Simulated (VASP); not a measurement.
# Si: single point with r2SCAN

The system is Si.

```
Si
1.0
     0.00000    1.91083    1.91083
     1.91083    0.00000    1.91083
     1.91083    1.91083    0.00000
Si
1
Direct
  0.00000 0.00000 0.00000
```

This isn't the form of Si at room conditions, which is diamond.

```yaml
Program: VASP 6.6.1
Task: single point
Functional: r2SCAN
Potentials_or_basis: VASP PAW PBE potentials, release 64 (Si)
Cutoff: 520 eV
k_mesh: 22 × 22 × 22
Occupations: gaussian, width 0.15 eV
Spin: no spin polarisation
Dipole_correction: no
Further_INCAR_settings: ALGO = Normal; EDIFF = 1e-06; NBANDS = 8
```

```
Pressure               : -1.0 GPa
Band gap on the k mesh : zero (bands 2 and 3 overlap by 15.72 eV)
```

Levels at points of the mesh, in eV from the Fermi level:
```csv
k point,band 1,band 2,band 3,band 4,band 5,band 6
"(0.00, 0.00, 0.00)",-15.75,12.44,12.44,12.44,12.76,12.76
"(0.50, 0.00, 0.00)",-8.15,-7.75,9.55,9.55,11.55,11.55
"(0.50, 0.50, 0.00)",-6.01,-4.70,3.49,3.49,4.46,7.65
```

It took 38 s on 1 thread of Intel(R) Xeon(R) 6975P-C (Granite Rapids), on a shared host, peak memory 0.14 GiB.

Caveat: the PAW data sets were made with another functional, which shifts forces and pressure a little.
